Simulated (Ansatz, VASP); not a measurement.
# PbO in VASP and in Ansatz

```
Pb O
1.0
     3.68229    0.00000    0.00000
    -1.84115    3.18896    0.00000
     0.00000    0.00000    6.63551
Pb O
2 2
Direct
  0.00000 0.00000 0.00000
  0.00000 0.00000 0.50000
  0.33333 0.66667 0.25000
  0.66667 0.33333 0.75000
```

Alike in both runs: task single point; functional PBE; k mesh 6 × 6 × 4; occupations fermi-dirac, width 0.02 eV; no spin polarisation.

|  | VASP | Ansatz |
| --- | --- | --- |
| version | VASP 6.6.1 | Ansatz 0.2.0 |
| potentials or method | VASP PAW PBE potentials, release 64 (Pb_d, O) | plane waves, PAW |
| plane-wave cutoff (eV) | 520 | 420 |
| valence electrons in the cell | 40 | 40 |

|  | VASP | Ansatz | Ansatz less VASP |
| --- | --- | --- | --- |
| pressure (GPa) | -4.4 | -4.4 | +0.07 |
| traceless stress, the component that is largest in VASP (GPa) | -0.85 | -0.85 | -0.001 |

Spin-orbit coupling is off throughout.
